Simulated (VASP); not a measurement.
Write the native input for VASP 6.6.1 that does the following.

```
Task                   : single point
Functional             : PBE
Potentials or basis    : VASP PAW PBE potentials, release 64 (Ti_sv)
Cutoff                 : 520 eV
k mesh                 : 28 × 28 × 28
Occupations            : gaussian, width 0.15 eV
Spin                   : no spin polarisation
Dipole correction      : no
Further INCAR settings : ALGO = Fast; EDIFF = 1e-06; NBANDS = 12
```

The structure of Ti lies in POSCAR:

```
Ti
1.0
   -1.5317739967      1.5317739967      1.8381287960
    1.5317739967     -1.5317739967      1.8381287960
    1.5317739967      1.5317739967     -1.8381287960
Ti
1
Direct
    0.0000000000      0.0000000000      0.0000000000
```

This cell differs from its parent crystal: ratio of the length along z to the lengths across it x 1.2, volume and fractional coordinates fixed.

One way to write it, as run:

INCAR

```
SYSTEM = Ti
  PREC = Accurate
  ENCUT = 520
  EDIFF = 1E-6
  ISMEAR = 0
  SIGMA = 0.15
  LREAL = .False.
  LASPH = .True.
  NELM = 80
  ALGO = Fast
  ISIF = 2
  LWAVE = .False.
  LCHARG = .False.
  GGA = PE
  NBANDS = 12
```

KPOINTS

```
regular mesh
0
Gamma
  28 28 28
  0 0 0
```

Potentials or basis: VASP PAW PBE potentials, release 64 (Ti_sv).

Launch:

```bash
$ cat potpaw_PBE.64/Ti_sv/POTCAR > POTCAR
$ mpirun -np 1 vasp_std > vasp.out
```

It gave:

```yaml
Pressure: 0.4 GPa
Band_gap_on_the_k_mesh: zero (bands 6 and 7 overlap by 1.47 eV)
```

Wall time 10 min on 1 thread of Intel Xeon 8259CL, with other jobs on the host, peak memory 0.43 GiB.
